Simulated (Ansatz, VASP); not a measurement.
**MgS in VASP and in Ansatz**

File INCAR:

```
SYSTEM = MgS
PREC = Accurate ; ENCUT = 600
EDIFF = 1E-6 ; ISMEAR = -1
SIGMA = 0.05 ; LREAL = .False.
LASPH = .True. ; NELM = 100
ALGO = Normal ; ISIF = 3
LWAVE = .False. ; LCHARG = .False.
GGA = PS ; IBRION = 2
NSW = 100 ; EDIFFG = -0.002
```

File KPOINTS:

```
Automatic mesh
0
Gamma
  12 12 12
  0 0 0
```

Contents of POSCAR:

```
MgS
1.0
    0.0000000000      2.6016500000      2.6016500000
    2.6016500000      0.0000000000      2.6016500000
    2.6016500000      2.6016500000      0.0000000000
Mg S
1 1
Direct
    0.0000000000      0.0000000000      0.0000000000
    0.5000000000      0.5000000000      0.5000000000
```

Input for Ansatz:

```yaml
crystal:
  lattice:
    - [0.0, 2.60165, 2.60165]
    - [2.60165, 0.0, 2.60165]
    - [2.60165, 2.60165, 0.0]
  atoms:
    - { symbol: Mg, position: [0.0, 0.0, 0.0] }
    - { symbol: S, position: [0.5, 0.5, 0.5] }
kpoints:
  mp_grid: { grid: [12, 12, 12] }
scf:
  occupations: { method: fermi_dirac, width: 0.05 }
hamiltonian:
  xc: pbesol
  pseudopotentials: { kind: paw }
relax:
  f_tol: 0.002
  max_steps: 80
  cell: {}
output:
  forces: true
  stress: true
```

Alike in both runs: task relaxation of cell and atoms; functional PBEsol; k mesh 12 × 12 × 12; occupations fermi-dirac, width 0.05 eV; no spin polarisation.

|  | VASP | Ansatz |
| --- | --- | --- |
| version | VASP 6.6.1 | Ansatz 0.2.0 |
| potentials or method | VASP PAW PBE potentials, release 64 (Mg, S) | PAW with Ansatz's default frozen-core files, scalar-relativistic |
| plane-wave cutoff (eV) | 600 | 420 |
| valence electrons in the cell | 8 | 16 |

```csv
,VASP,Ansatz,Ansatz less VASP
relaxed volume (Å³/atom),17.36,17.39,+0.037
relaxed cell length with the largest relative difference (Å),3.662,3.664,+0.0026
```

VASP's potentials were made for PBE, not for PBEsol. VASP's potentials hold 8 valence electrons a cell and Ansatz's 16, so a difference there can come from the potentials and not from the codes.
